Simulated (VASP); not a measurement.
Runs of VASP 6.6.1 on CdS (Greenockite). The structure is that of space group P6_3mc (No. 186), or close to it. The cells are those of the table. 

```tsv
potentials or basis	cell	cutoff (eV)	second run	gap on the mesh (eV)	pressure (GPa)	largest force (eV/Å)
VASP PAW PBE potentials, release 64 (Cd, S)	a = 3.555, b = 3.555, c = 6.766 Å, angles 90.0, 90.0, 120.0°, 4 atoms	520	-	0.92	(c)	0.01
VASP PAW PBE potentials, release 64 (Cd, S)	a = 3.955, b = 3.955, c = 6.450 Å, angles 90.0, 90.0, 120.0°, 4 atoms	520	-	(b)	10.7	-
VASP PAW PBE potentials, release 64 (Cd_sv_GW, S)	a = 3.383, b = 3.383, c = 6.951 Å, angles 90.0, 90.0, 120.0°, 4 atoms	540	valence_matched	0.35	38.6	0.02
VASP PAW PBE potentials, release 64 (Cd, S)	a = 3.383, b = 3.383, c = 6.951 Å, angles 90.0, 90.0, 120.0°, 4 atoms	520	-	(a)	41.6	0.01
VASP PAW PBE potentials, release 64 (Cd, S)	a = 4.123, b = 4.123, c = 6.711 Å, angles 90.0, 90.0, 120.0°, 4 atoms	520	-	1.10	0.4	0.01
VASP PAW PBE potentials, release 64 (Cd, S)	a = 3.805, b = 3.805, c = 6.413 Å, angles 90.0, 90.0, 120.0°, 4 atoms	520	-	1.42	20.9	-
VASP PAW PBE potentials, release 64 (Cd_sv_GW, S)	a = 3.555, b = 3.555, c = 6.766 Å, angles 90.0, 90.0, 120.0°, 4 atoms	540	valence_matched	0.92	(d)	-
```

Alike in all rows: task single point; level PBEsol; no spin polarisation; k mesh 6 × 6 × 4; smearing gaussian 0.01 eV.

Estimate the missing entries.

(a) 0.34; (b) 1.36; (c) 31.3; (d) 28.7.

Caveats: the PAW data sets were made with another functional, which shifts forces and pressure a little.

A k mesh can miss the band edges, and the runs leave out spin-orbit coupling on Cd.

The runs don't all hold the same shells in valence.
